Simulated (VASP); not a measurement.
A run of VASP 6.6.1:

POSCAR

```
Mg2C3
1.0
    2.3870223790     -2.3397687327     -0.1379360920
    2.3870223790      2.3390550131      0.1252477438
   -1.2253611782      0.2732858938      4.8584158892
Mg C
2 3
Direct
    0.8082382625      0.8082382625      0.1984312469
    0.1917617375      0.1917617375      0.8015687531
    0.3041690745      0.3041690745      0.2614645499
    0.6958309255      0.6958309255      0.7385354501
    0.5000000000      0.5000000000      0.5000000000
```

File INCAR.step1:

```
SYSTEM = Mg2C3
ALGO = Normal
EDIFF = 1E-5
ENCUT = 660
GGA = PE
GGA_COMPAT = .False.
ISMEAR = 0
LASPH = .True.
LCHARG = .False.
LREAL = .False.
LWAVE = .True.
NBANDS = 24
NELM = 120
PREC = Accurate
SIGMA = 0.05
```

Contents of INCAR.step2:

```
SYSTEM = Mg2C3
ALGO = Normal
EDIFF = 1E-6
ENCUT = 660
GGA_COMPAT = .False.
ISIF = 2
ISMEAR = 0
ISTART = 1
LASPH = .True.
LCHARG = .False.
LMIXTAU = .True.
LREAL = .False.
LWAVE = .False.
METAGGA = R2SCAN
NBANDS = 24
NELM = 120
PREC = Accurate
SIGMA = 0.05
```

KPOINTS

```
k-points
0
Gamma
  8 8 6
  0 0 0
```

Potentials or basis: VASP PAW PBE potentials, release 64 (Mg_sv, C).

The run is started by

```bash
$ cat potpaw_PBE.64/Mg_sv/POTCAR potpaw_PBE.64/C/POTCAR > POTCAR
$ cp INCAR.step1 INCAR
$ mpirun -np 1 vasp_std > vasp.out
$ cp INCAR.step2 INCAR
$ mpirun -np 1 vasp_std > vasp.out
```

Hardware: 1 thread of Intel(R) Xeon(R) 6975P-C (Granite Rapids), with other jobs on the host.

Question: Estimate the wall time of this run.

Answer: It took 8.2 min on 1 thread of Intel(R) Xeon(R) 6975P-C (Granite Rapids), with other jobs on the host, peak memory 0.39 GiB. Counts: k points 196.
